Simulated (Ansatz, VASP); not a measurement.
# One calculation of WC, two programs

Contents of INCAR:

```
SYSTEM = WC
PREC = Accurate ; ENCUT = 520
EDIFF = 1E-6 ; ISMEAR = 0
SIGMA = 0.15 ; LREAL = .FALSE.
LASPH = .TRUE. ; NELM = 60
ALGO = Normal ; ISIF = 2
LWAVE = .FALSE. ; LCHARG = .TRUE.
GGA = PE ; LELF = .TRUE.
LVHAR = .TRUE. ; NBANDS = 16
```

Contents of KPOINTS:

```
regular mesh
0
G
  18 18 16
  0 0 0
```

File POSCAR:

```
WC
1.0
    2.9005014360      0.0000000000      0.0000000000
   -1.4502507180      2.5119079273      0.0000000000
    0.0000000000      0.0000000000      2.8290000000
W C
1 1
Direct
   -0.0689535945      0.0000000000      0.0000000000
    0.6666666667      0.3333333333      0.5000000000
```

Input for Ansatz:

```yaml
crystal:
  lattice:
    - [2.900501436, 0.0, 0.0]
    - [-1.450250718, 2.5119079273, 0.0]
    - [0.0, 0.0, 2.829]
  atoms:
    - { symbol: W, position: [-0.0689535945, 0.0, 0.0] }
    - { symbol: C, position: [0.6666666667, 0.3333333333, 0.5] }
basis:
  ecutwfc: 420
kpoints:
  mp_grid: { grid: [18, 18, 16] }
hamiltonian:
  xc: pbe
scf:
  occupations: { method: gaussian, width: 0.15 }
output:
  forces: true
  stress: true
  eigenvalues: true
```

Alike in both runs: task single point; functional PBE; k mesh 18 × 18 × 16; occupations gaussian, width 0.15 eV; no spin polarisation.

|  | VASP | Ansatz |
| --- | --- | --- |
| version | VASP 6.6.1 | Ansatz 0.2.0 |
| potentials or method | VASP PAW PBE potentials, release 64 (W_sv, C), cutoff 520 eV | scalar-relativistic, plane waves, PAW |
| valence electrons in the cell | 18 | 18 |

|  | VASP | Ansatz | Ansatz less VASP |
| --- | --- | --- | --- |
| gap on the k mesh at the Fermi level (eV) | none | none | - |
| pressure (GPa) | 15.9 | 14.7 | -1.20 |
| traceless stress, the component that is largest in VASP (GPa) | -8.62 | -8.43 | +0.187 |
| rms of the force components (eV/Å) | 1.829 | 1.821 | -0.0088 |

Atom by atom the forces differ by 0.009 eV/Å (rms over components). A gap of «none» marks a metal or a gap that the smearing closes.

Spin-orbit coupling is off throughout.
